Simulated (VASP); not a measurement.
Wanted: the native input for a VASP 6.6.1 run.

| Item | Value |
| --- | --- |
| Task | single point |
| Functional | r2SCAN |
| Potentials or basis | VASP PAW PBE potentials, release 64 (Ti_sv) |
| Cutoff | 520 eV |
| k mesh | 11 × 11 × 11 |
| Occupations | fermi-dirac, width 0.05 eV |
| Spin | no spin polarisation |
| Dipole correction | no |
| Further INCAR settings | ALGO = Normal; EDIFF = 1e-07; NBANDS = 12 |

The system is Ti.

```
CELL_PARAMETERS angstrom
0.00000 2.04344 2.04344
2.04344 0.00000 2.04344
2.04344 2.04344 0.00000
ATOMIC_POSITIONS crystal
Ti 0.00000 0.00000 0.00000
```

One way to write it, as run:

POSCAR

```
Ti
1.0
    0.0000000000      2.0434441004      2.0434441004
    2.0434441004      0.0000000000      2.0434441004
    2.0434441004      2.0434441004      0.0000000000
Ti
1
Direct
    0.0000000000      0.0000000000      0.0000000000
```

INCAR.step1

```
PREC = Accurate ; ENCUT = 520
ISMEAR = -1 ; SIGMA = 0.05
LREAL = F ; LASPH = T
NELM = 80 ; NBANDS = 12
GGA = PE ; ALGO = Normal
EDIFF = 1E-4 ; LWAVE = T
LCHARG = F
```

INCAR.step2

```
PREC = Accurate ; ENCUT = 520
EDIFF = 1E-7 ; ISMEAR = -1
SIGMA = 0.05 ; LREAL = F
LASPH = T ; NELM = 80
ALGO = Normal ; ISIF = 2
LWAVE = F ; LCHARG = F
METAGGA = R2SCAN ; LMIXTAU = T
NBANDS = 12 ; ISTART = 1
```

KPOINTS

```
regular mesh
0
Gamma
  11 11 11
```

Potentials or basis: VASP PAW PBE potentials, release 64 (Ti_sv).

The run is started by

```sh
$ cat potpaw_PBE.64/Ti_sv/POTCAR > POTCAR
$ cp INCAR.step1 INCAR
$ mpirun -np 1 vasp_std > vasp.out
$ cp INCAR.step2 INCAR
$ mpirun -np 1 vasp_std > vasp.out
```

Results of the run:

The pressure is 2.3 GPa and the band gap on the k mesh is zero (band 6 reaches 9.44 eV, above the bottom of band 7 at 8.14 eV).

Caveat: the PAW data sets were made with another functional, which shifts forces and pressure a little.

Run time: 2 min on 1 thread of AMD EPYC 7571, with other jobs on the host, peak memory 0.11 GiB.
